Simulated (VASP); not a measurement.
Input of a VASP 6.6.1 run:

Contents of INCAR:

```
ALGO = Normal ; EDIFF = 1E-6
ENCUT = 520 ; GGA = PS
ISIF = 2 ; ISMEAR = -1
LASPH = True ; LCHARG = False
LREAL = False ; LWAVE = False
NBANDS = 18 ; NELM = 100
PREC = Accurate ; SIGMA = 0.05
```

Contents of KPOINTS:

```
k-points
0
Gamma
  8 8 5
```

File POSCAR:

```
PtSe2
1.0
    3.7240000000      0.0000000000      0.0000000000
   -1.8620000000      3.2250786037      0.0000000000
    0.0000000000      0.0000000000      5.0620000000
Pt Se
1 2
Direct
    0.0113330000      0.0226290000      0.0066020000
    0.6503450000      0.3313450000      0.7400010000
    0.3323820000      0.6551270000      0.2463110000
```

Potentials or basis: VASP PAW PBE potentials, release 64 (Pt, Se).

Launch:

```sh
$ cat potpaw_PBE.64/Pt/POTCAR potpaw_PBE.64/Se/POTCAR > POTCAR
$ mpirun -np 1 vasp_std > vasp.out
```

Predict the band gap on the k mesh.

zero (bands 11 and 12 overlap by 0.43 eV).

Predict the pressure.

2.1 GPa.

Stress tensor (GPa, compression positive):
```
 1.64  0.91 -1.81
 0.91  3.98  1.70
-1.81  1.70  0.71
```

Caveat: the cell differs from its parent crystal (atoms moved at random); the PAW data sets were made with another functional, which shifts forces and pressure a little; spin-orbit coupling is left out, which moves the levels of the heavy elements.
